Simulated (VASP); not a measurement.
Set up this calculation in VASP 6.6.1, as the native input.

```yaml
Task: single point
Functional: BLYP
Potentials_or_basis: VASP PAW PBE potentials, release 64 (Mo_sv)
Cutoff: 520 eV
k_mesh: 8 × 8 × 8
Occupations: fermi-dirac, width 0.05 eV
Spin: non-collinear spin, zero start, spin-orbit coupling
Starting_moments: "[[0.0, 0.0, 0.0]] μB"
Dipole_correction: no
Further_INCAR_settings: ALGO = Normal; EDIFF = 1e-06; NBANDS = 25
```

The structure of Mo lies in POSCAR:

```
Mo
1.0
    0.0000000000      1.9738660091      1.9738660091
    1.9738660091      0.0000000000      1.9738660091
    1.9738660091      1.9738660091      0.0000000000
Mo
1
Direct
    0.0000000000      0.0000000000      0.0000000000
```

This cell differs from its parent crystal: volume scaled by 0.94.

These files were run (other wordings do the same):

INCAR

```
PREC = Accurate ; ENCUT = 520
EDIFF = 1E-6 ; ISMEAR = -1
SIGMA = 0.05 ; LREAL = False
LASPH = True ; NELM = 150
ALGO = Normal ; ISIF = 2
LWAVE = False ; LCHARG = False
MAGMOM = 0 0 0 ; LORBIT = 11
LSORBIT = True ; GGA_COMPAT = False
LORBMOM = True ; LMAXMIX = 4
GGA = B5 ; ALDAX = 1.0
AGGAX = 1.0 ; AGGAC = 1.0
ALDAC = 0.0 ; NBANDS = 25
```

KPOINTS

```
regular mesh
0
Gamma
  8 8 8
```

Potentials or basis: VASP PAW PBE potentials, release 64 (Mo_sv).

Command:

```console
$ cat potpaw_PBE.64/Mo_sv/POTCAR > POTCAR
$ mpirun -np 1 vasp_ncl > vasp.out
```

It gave:

| Quantity | Value |
| --- | --- |
| Pressure | 20.9 GPa |
| Net moment | 0.00 μB per cell |
| Valence electrons inside the program's atomic spheres | Mo 12.64 |

Caveat: the PAW data sets were made with another functional, which shifts forces and pressure a little.

Run time: 27 s on 1 thread of Intel(R) Xeon(R) Platinum 8259CL CPU @ 2.50GHz (Skylake/Cascade Lake), with other jobs on the host, peak memory 0.2 GiB.
